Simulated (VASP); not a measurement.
# O in VASP: notebook, part 2 of 2

VASP 6.6.1.

### 3 Single point, PBE+D3(BJ), collinear spin, ferromagnetic start

INCAR

```
SYSTEM = O
PREC = Accurate
ENCUT = 520
EDIFF = 1E-7
ISMEAR = -1
SIGMA = 0.02
LREAL = Auto
LASPH = .TRUE.
NELM = 150
ALGO = Normal
ISIF = 2
LWAVE = .FALSE.
LCHARG = .FALSE.
ISPIN = 2
MAGMOM = 0.56 0.56 0.56 0.56 0.56 0.56 0.56 0.56 0.56 0.56 0.56 0.56 0.56 0.56 0.56 0.56 0.56 0.56 0.56 0.55
LORBIT = 11
GGA = PE
IVDW = 12
NBANDS = 80
```

KPOINTS

```
Automatic mesh
0
G
  1 1 1
  0 0 0
```

POSCAR

```
O
1.0
    7.7749800000      0.0000000000      0.0000000000
    0.0000000000      7.7749800000      0.0000000000
    0.0000000000      0.0000000000      7.7749800000
O
20
Direct
    0.5970176129      0.1585213081      0.3245667513
    0.5235769095      0.1086948134      0.1981355579
    0.5172103337      0.7318861270      0.0313827174
    0.3726569072      0.7427157369      0.0967590913
    0.9843626607      0.6171848674      0.6765290715
    0.8809797581      0.5472554270      0.7709087355
    0.3518594260      0.5066379592      0.7321047771
    0.3175570870      0.3754093258      0.6499952411
    0.6785869546      0.2292095928      0.8025101029
    0.7745100309      0.1830872877      0.6852107658
    1.0296489509      0.8871148222      0.9373271700
    0.9088640742      0.9566584094      1.0123884563
    0.1047076648      0.0574278005      0.4920398509
    0.1683476999     -0.0769905517      0.4351136595
    0.7665228721      0.4889787498      0.2508945361
    0.8750118971      0.5999115110      0.2351002832
    0.1471772275      0.2539299136      0.0291576313
    0.1820840697      0.3125409969      0.1750615436
    0.6017507441      0.8287095272      0.6227411517
    0.5424579870      0.7374166879      0.5128630556
```

Potentials or basis: VASP PAW PBE potentials, release 64 (O).

Command:

```bash
$ cat potpaw_PBE.64/O/POTCAR > POTCAR
$ mpirun -np 1 vasp_gam > vasp.out
```

OUTCAR:

```text
SYSTEM = O
   PREC = Accurate
   ENCUT = 520
   EDIFF = 1E-7
   ISMEAR = -1
   LREAL = Auto
   LASPH = .TRUE.
   NELM = 150
   ISIF = 2
   ISPIN = 2
   LORBIT = 11
   GGA = PE
   IVDW = 12
 IVDW          = 12

 ion  position               nearest neighbor table
   1  0.597  0.159  0.325-   2 1.20
   2  0.524  0.109  0.198-   1 1.20
   3  0.517  0.732  0.031-   4 1.24
   4  0.373  0.743  0.097-   3 1.24
   5  0.984  0.617  0.677-   6 1.22
   6  0.881  0.547  0.771-   5 1.22
[... 12 lines left out ...]
  19  0.602  0.829  0.623-  20 1.20
  20  0.542  0.737  0.513-  19 1.20

  LATTYP: Found a simple cubic cell.
 ALAT       =     7.7749800000

  Lattice vectors:

 A1 = (   7.7749800000,   0.0000000000,   0.0000000000)
 A2 = (   0.0000000000,   7.7749800000,   0.0000000000)
 A3 = (   0.0000000000,   0.0000000000,   7.7749800000)

Analysis of symmetry for initial positions (statically):
=====================================================================
 Subroutine PRICEL returns:
 Original cell was already a primitive cell.

 Routine SETGRP: Setting up the symmetry group for a
 simple cubic supercell.

 Subroutine GETGRP returns: Found  1 space group operations
 (whereof  1 operations were pure point group operations)
 out of a pool of 48 trial point group operations.

The static configuration has the point symmetry C_1 .

Analysis of symmetry for dynamics (positions and initial velocities):
=====================================================================
 Subroutine PRICEL returns:
 Original cell was already a primitive cell.

 Routine SETGRP: Setting up the symmetry group for a
 simple cubic supercell.

 Subroutine GETGRP returns: Found  1 space group operations
 (whereof  1 operations were pure point group operations)
 out of a pool of 48 trial point group operations.

The dynamic configuration has the point symmetry C_1 .

[... 187 lines left out ...]
      5     -29.5162      1.00000
      6     -29.4767      1.00000
[... 64 lines left out ...]
     71       2.5404      0.00000
     72       3.6452      0.00000
 Fermi energy:        -3.0266586986

 spin component 2

 k-point     1 :       0.0000    0.0000    0.0000
  band No.  band energies     occupation
      1     -28.9685      1.00000
      2     -28.9581      1.00000
      3     -28.7075      1.00000
      4     -28.6597      1.00000
      5     -28.3020      1.00000
      6     -28.2611      1.00000
[... 64 lines left out ...]
     71       2.8672      0.00000
     72       4.1675      0.00000
 [bands above 72 left out]

------------------------ aborting loop because EDIFF is reached ----------------------------------------

 Edisp (eV)   -0.61944

 E8    (eV) :    -0.1413

  FORCE on cell =-STRESS in cart. coord.  units (eV):
  Direction    XX          YY          ZZ          XY          YZ          ZX
  --------------------------------------------------------------------------------------
  -------------------------------------------------------------------------------------
  Total       2.03118     2.16009     2.10600     2.71371     0.91714     1.04972
  in kB       6.92408     7.36349     7.17910     9.25073     3.12644     3.57836
  external pressure =        7.16 kB  Pullay stress =        0.00 kB

 VOLUME and BASIS-vectors are now :
 -----------------------------------------------------------------------------
  energy-cutoff  :      520.00
  volume of cell :      470.00
      direct lattice vectors                 reciprocal lattice vectors
     7.774980000  0.000000000  0.000000000     0.128617694  0.000000000  0.000000000
     0.000000000  7.774980000  0.000000000     0.000000000  0.128617694  0.000000000
     0.000000000  0.000000000  7.774980000     0.000000000  0.000000000  0.128617694

 POSITION                                       TOTAL-FORCE (eV/Angst)
 -----------------------------------------------------------------------------------
      4.64180      1.23250      2.52350         1.218639      0.799505      2.144674
      4.07080      0.84510      1.54050        -1.213057     -0.832882     -2.141768
      4.02130      5.69040      0.24400        -0.212864      0.016432      0.096317
      2.89740      5.77460      0.75230         0.209617     -0.042106     -0.091553
      7.65340      4.79860      5.26000         0.769063      0.522815     -0.818742
      6.84960      4.25490      5.99380        -0.793064     -0.493914      0.770199
[... 12 lines left out ...]
      4.67860      6.44320      4.84180         0.918442      1.442493      1.749170
      4.21760      5.73340      3.98750        -0.881004     -1.402026     -1.814988
 -----------------------------------------------------------------------------------
    total drift:                                0.000070     -0.000324      0.008737

  FREE ENERGIE OF THE ION-ELECTRON SYSTEM (eV)
  ---------------------------------------------------
  free  energy   TOTEN  =       -99.4100553839 eV

  energy  without entropy=      -99.4100553839  energy(sigma->0) =      -99.41005538

 total charge

# of ion       s       p       d       tot
------------------------------------------
    1        1.613   3.325   0.000   4.938
    2        1.613   3.327   0.000   4.939
    3        1.612   3.272   0.000   4.884
    4        1.612   3.271   0.000   4.883
    5        1.613   3.301   0.000   4.913
    6        1.612   3.302   0.000   4.915
[... 12 lines left out ...]
   19        1.613   3.323   0.000   4.936
   20        1.613   3.324   0.000   4.936
--------------------------------------------------
tot         32.242  65.768   0.000  98.010

 magnetization (x)

# of ion       s       p       d       tot
------------------------------------------
    1        0.010   0.796   0.000   0.806
    2        0.010   0.795   0.000   0.805
    3        0.011   0.802   0.000   0.812
    4        0.011   0.803   0.000   0.814
    5        0.010   0.800   0.000   0.811
    6        0.010   0.796   0.000   0.806
[... 12 lines left out ...]
   19        0.010   0.796   0.000   0.806
   20        0.010   0.797   0.000   0.807
--------------------------------------------------
tot          0.208  15.999   0.000  16.207
```

OSZICAR:

```text
N       E                     dE             d eps       ncg     rms          rms(c)
DAV:   1     0.113359287104E+04    0.11336E+04   -0.66780E+04   344   0.137E+03
DAV:   2     0.187523381847E+02   -0.11148E+04   -0.10837E+04   440   0.330E+02
[... 11 lines left out ...]
DAV:  14    -0.987906128415E+02    0.80585E-05   -0.39718E-05   368   0.385E-02    0.910E-03
DAV:  15    -0.987906121396E+02    0.70188E-06   -0.10510E-05   368   0.161E-02    0.515E-03
DAV:  16    -0.987906112246E+02    0.91496E-06   -0.33357E-06   352   0.117E-02    0.225E-03
DAV:  17    -0.987906107713E+02    0.45334E-06   -0.15310E-06   352   0.733E-03    0.133E-03
DAV:  18    -0.987906106126E+02    0.15863E-06   -0.51063E-07   336   0.430E-03    0.825E-04
DAV:  19    -0.987906105964E+02    0.16284E-07   -0.20940E-07   272   0.274E-03
   1 F= -.99410055E+02 E0= -.99410055E+02  d E =-.571085E-12  mag=    19.9999
```

It took 3.3 min on 1 thread of AMD EPYC 7R13, shared host; peak memory 0.56 GiB.

Results:

```yaml
Free_energy: -99.4101 eV
Pressure: 0.7 GPa
Largest_force: 2.599 eV/Å
Net_moment: 20.00 μB per cell
Site_moments: O +0.81, +0.82 (each value once) μB
Valence_electrons_inside_the_program's_atomic_spheres: O 4.94, 4.88, 4.91, 4.92, 4.89, 4.86 (each value once)
Dispersion_energy_per_atom: -0.031 eV
```

Forces in eV/Å, atoms in the order of the input:
```
O    1.219  0.800  2.145
O   -1.213 -0.833 -2.142
O   -0.213  0.016  0.096
O    0.210 -0.042 -0.092
O    0.769  0.523 -0.819
O   -0.793 -0.494  0.770
O   -0.005 -0.080  0.063
O   -0.002 -0.001 -0.023
O   -0.088 -0.006  0.069
O    0.060 -0.025 -0.050
O    0.107 -0.039 -0.040
O   -0.145  0.026  0.091
O    0.126 -0.308 -0.111
O   -0.139  0.289  0.113
O   -1.062 -1.115  0.162
O    1.102  1.143 -0.162
O    0.325  0.538  1.161
O   -0.294 -0.434 -1.165
O    0.918  1.442  1.749
O   -0.881 -1.402 -1.815
```

Caveat: the k points lie up to 0.81 Å⁻¹ apart, too coarse for converged energies, forces and pressures; the standard files for N, O and F lose accuracy on very short bonds.
